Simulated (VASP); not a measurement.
# TiSi2 (Fddd) in VASP: further runs, part 2 of 2

VASP 6.6.1.

### Step 3. Single point, PBE

This run uses another cell than the first one, of 14.18 Å³/atom, 1.016 times its volume.

Contents of INCAR:

```
SYSTEM = TiSi2
ALGO     = Normal         ! electronic algorithm
EDIFF    = 1E-6           ! SCF threshold, eV
ENCUT    = 520            ! plane-wave cutoff, eV
GGA      = PE             ! functional
ISIF     = 2              ! what is computed and relaxed
ISMEAR   = 0              ! smearing method
LASPH    = .TRUE.         ! aspherical terms in the spheres
LCHARG   = .TRUE.         ! write CHGCAR
LELF     = .TRUE.         ! ELF
LREAL    = .FALSE.        ! projectors in reciprocal space
LVHAR    = .TRUE.       
LWAVE    = .FALSE.        ! write WAVECAR
NBANDS   = 29             ! bands
NELM     = 60             ! most SCF steps
PREC     = Accurate       ! precision mode
SIGMA    = 0.15           ! smearing width, eV
```

Contents of KPOINTS:

```
k-points
0
G
  14 14 14
  0 0 0
```

Contents of POSCAR:

```
TiSi2
1.0
    0.0000000000      4.1351811254      4.2795976059
    2.4038689114      0.0000000000      4.2795976059
    2.4038689114      4.1351811254      0.0000000000
Ti Si
2 4
Direct
    0.7500000000      0.7500000000      0.7500000000
    0.5000000000      0.5000000000      0.5000000000
    0.0868244589      0.4131755411      0.0868244589
    0.4131755411      0.0868244589      0.4131755411
    0.1631755411      0.8368244589      0.1631755411
    0.8368244589      0.1631755411      0.8368244589
```

Potentials or basis: VASP PAW PBE potentials, release 64 (Ti_sv, Si).

Run with:

```
cat potpaw_PBE.64/Ti_sv/POTCAR potpaw_PBE.64/Si/POTCAR > POTCAR
mpirun -np 1 vasp_std > vasp.out
```

OUTCAR:

```text
SYSTEM = TiSi2
   EDIFF = 1E-6
   ENCUT = 520
   GGA = PE
   ISIF = 2
   ISMEAR = 0
   LASPH = .TRUE.
   LREAL = .FALSE.
   NELM = 60
   PREC = Accurate

 ion  position               nearest neighbor table
   1  0.750  0.750  0.750-   6 2.56   5 2.56   6 2.56   5 2.56   4 2.76   4 2.76   3 2.76   3 2.76
                             3 2.79   4 2.79
   2  0.500  0.500  0.500-   3 2.56   4 2.56   3 2.56   4 2.56   5 2.76   5 2.76   6 2.76   6 2.76
[... 988 lines left out ...]
  -------------------------------------------------------------------------------------
  Total       -0.0442762     -0.1117491      0.1446465      0.0000000      0.0000000      0.0000000
  in kB       -0.8337629     -2.1043429      2.7238319      0.0000000      0.0000000      0.0000000
  external PRESSURE =      -0.0714246 kB  Pullay stress =       0.0000000 kB

 VOLUME and BASIS-vectors are now :
 -----------------------------------------------------------------------------
  energy-cutoff  :      520.00
  volume of cell :       85.08
      direct lattice vectors                 reciprocal lattice vectors
     0.000000000  4.135181125  4.279597606    -0.207998031  0.120913688  0.116833414
     2.403868911  0.000000000  4.279597606     0.207998031 -0.120913688  0.116833414
     2.403868911  4.135181125  0.000000000     0.207998031  0.120913688 -0.116833414

 POSITION                                       TOTAL-FORCE (eV/Angst)
 -----------------------------------------------------------------------------------
      3.60580      6.20277      6.41940         0.000000      0.000000      0.000000
      2.40387      4.13518      4.27960         0.000000      0.000000     -0.000000
      1.20193      0.71807      2.13980         0.000000      0.006853     -0.000000
      1.20193      3.41711      2.13980         0.000000     -0.006853     -0.000000
      2.40387      1.34952      4.27960         0.000000     -0.006853     -0.000000
      2.40387      6.92084      4.27960         0.000000      0.006853     -0.000000
 -----------------------------------------------------------------------------------
    total drift:                               -0.000000     -0.000000     -0.000000

  FREE ENERGIE OF THE ION-ELECTRON SYSTEM (eV)
  ---------------------------------------------------
  free  energy   TOTEN  =       -40.7155296733 eV

  energy  without entropy=      -40.6899066839  energy(sigma->0) =      -40.70271818
```

stdout:

```text
POSCAR found type information on POSCAR TiSi
 POSCAR found :  2 types and       6 ions
 scaLAPACK will be used
 LDA part: xc-table for (Slater+PW92), standard interpolation
 POSCAR, INCAR and KPOINTS ok, starting setup
 FFT: planning ... GRIDC
 FFT: planning ... GRID_SOFT
 FFT: planning ... GRID
 WAVECAR not read
 entering main loop
```

It took 12 min on 1 thread of Intel Xeon 6975P-C (Granite Rapids), shared host; peak memory 0.89 GiB.

What came out:

```yaml
Free_energy: -40.7155 eV
Pressure: 0.0 GPa
Largest_force: 0.007 eV/Å
Band_gap_on_the_k_mesh: zero (band 20 reaches 10.72 eV, above the bottom of band 21 at 8.87 eV)
```

Forces in eV/Å, atoms in the order of the input:
```
Ti   0.000  0.000  0.000
Ti   0.000  0.000  0.000
Si   0.000  0.007  0.000
Si   0.000 -0.007  0.000
Si   0.000 -0.007  0.000
Si   0.000  0.007  0.000
```

Levels at points of the mesh, in eV from the Fermi level:
```
           k point  band 17  band 18  band 19  band 20  band 21  band 22  band 23  band 24
(0.00, 0.00, 0.00)    -2.24    -2.06    -1.78    -1.37    -0.91     2.03     3.06     3.24
(0.50, 0.00, 0.00)    -1.91    -1.04    -0.02     0.14     0.98     1.35     1.66     2.20
(0.50, 0.50, 0.00)    -1.57    -1.57    -0.96    -0.96     0.76     0.76     3.17     3.17
(0.50, 0.00, 0.50)    -2.34    -2.34    -0.86    -0.86     1.26     1.26     3.21     3.21
(0.00, 0.50, 0.50)    -1.15    -1.15    -0.65    -0.65     0.85     0.85     2.24     2.24
```

### Step 4. Single point, PBE (volume scaled by 0.88, then relaxed in part)

Contents of INCAR:

```
SYSTEM = TiSi2
PREC = Accurate
ENCUT = 520
EDIFF = 1E-6
ISMEAR = 0
SIGMA = 0.1
LREAL = .False.
LASPH = .True.
NELM = 60
ALGO = Normal
ISIF = 2
LWAVE = .False.
LCHARG = .False.
GGA = PE
NBANDS = 29
```

Contents of KPOINTS:

```
regular mesh
0
Gamma
  10 10 10
  0 0 0
```

Contents of POSCAR:

```
TiSi2
1.0
    0.0000000000      3.9333009994      4.1373691111
    2.3004323986      0.0000000000      4.1373691111
    2.3004323986      3.9333009994      0.0000000000
Ti Si
2 4
Direct
    0.7500000000      0.7500000000      0.7500000000
    0.5000000000      0.5000000000      0.5000000000
    0.0861455782      0.4138544218      0.0861455782
    0.4138544218      0.0861455782      0.4138544218
    0.1638544218      0.8361455782      0.1638544218
    0.8361455782      0.1638544218      0.8361455782
```

Run with:

```
cat potpaw_PBE.64/Ti_sv/POTCAR potpaw_PBE.64/Si/POTCAR > POTCAR
mpirun -np 1 vasp_std > vasp.out
```

Run time: 14 min. Hardware: 1 thread of Intel Xeon 8259CL, shared host; peak memory 0.44 GiB.

Results (log left out):

| Quantity | Value |
| --- | --- |
| Free energy | -40.0420 eV |
| Pressure | 23.4 GPa |
| Band gap on the k mesh | zero (band 20 reaches 12.40 eV, above the bottom of band 21 at 10.31 eV) |

Levels at points of the mesh, in eV from the Fermi level:
```csv
k point,band 18,band 19,band 20,band 21,band 22,band 23
"(0.00, 0.00, 0.00)",-2.00,-1.77,-1.38,-1.04,2.34,3.57
"(0.50, 0.00, 0.00)",-1.18,-0.09,0.15,1.18,1.58,1.93
"(0.50, 0.50, 0.00)",-1.56,-1.12,-1.12,0.75,0.75,3.68
"(0.50, 0.00, 0.50)",-2.48,-0.92,-0.92,1.47,1.47,3.89
"(0.00, 0.50, 0.50)",-1.23,-0.66,-0.66,0.90,0.90,2.68
```

Caveat: the cell differs from its parent crystal (volume scaled by 0.88, then relaxed in part).

### Step 5. Overview

```tsv
cell	k mesh	smearing	gap on the mesh (eV)	pressure (GPa)	largest force (eV/Å)
a = 5.926, b = 4.884, c = 4.760 Å, angles 75.8, 53.0, 51.1°, 6 atoms	6 × 6 × 6	gaussian 0.1 eV	none	2.2	0.17
a = 5.951, b = 4.909, c = 4.783 Å, angles 75.8, 53.1, 51.2°, 6 atoms	14 × 14 × 14	gaussian 0.15 eV	none	0.0	0.01
a = 5.709, b = 4.734, c = 4.557 Å, angles 75.8, 53.5, 50.7°, 6 atoms	10 × 10 × 10	gaussian 0.1 eV	none	23.4	-
```

Alike in all rows: task single point; level PBE; potentials or basis VASP PAW PBE potentials, release 64 (Ti_sv, Si); no spin polarisation; cutoff (eV) 520.

Absolute energies hang on the potentials; compare differences alone.
